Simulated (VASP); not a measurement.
Wanted: the native input for a VASP 6.6.1 run.

```yaml
Task: single point
Functional: PBE
Potentials_or_basis: VASP PAW PBE potentials, release 64 (K_sv, I)
Cutoff: 520 eV
k_mesh: 6 × 6 × 6
Occupations: gaussian, width 0.01 eV
Spin: no spin polarisation
Dipole_correction: no
Further_INCAR_settings: ALGO = Normal; EDIFF = 1e-07; NBANDS = 15
```

The structure of KI lies in POSCAR:

```
KI
1.0
    0.0000000000      3.5178496478      3.5178496478
    3.5178496478      0.0000000000      3.5178496478
    3.5178496478      3.5178496478      0.0000000000
K I
1 1
Direct
    0.0000000000      0.0000000000      0.0000000000
    0.5000000000      0.5000000000      0.5000000000
```

This cell differs from its parent crystal: volume changed by -6%.

These files were run (other wordings do the same):

INCAR

```
ALGO = Normal ; EDIFF = 1E-7
ENCUT = 520 ; GGA = PE
ISIF = 2 ; ISMEAR = 0
LASPH = True ; LCHARG = False
LREAL = False ; LWAVE = False
NBANDS = 15 ; NELM = 60
PREC = Accurate ; SIGMA = 0.01
```

KPOINTS

```
k-points
0
Gamma
  6 6 6
```

Potentials or basis: VASP PAW PBE potentials, release 64 (K_sv, I).

Launch:

```sh
$ cat potpaw_PBE.64/K_sv/POTCAR potpaw_PBE.64/I/POTCAR > POTCAR
$ mpirun -np 1 vasp_std > vasp.out
```

Results of the run:

* Pressure: 0.8 GPa
* Band gap on the k mesh: 3.99 eV, direct

Caveat: spin-orbit coupling is left out, which moves the levels of the heavy elements.

Run time: 35 s on 1 thread of Intel(R) Xeon(R) Platinum 8259CL CPU @ 2.50GHz (Skylake/Cascade Lake), with other jobs on the host, peak memory 0.24 GiB.
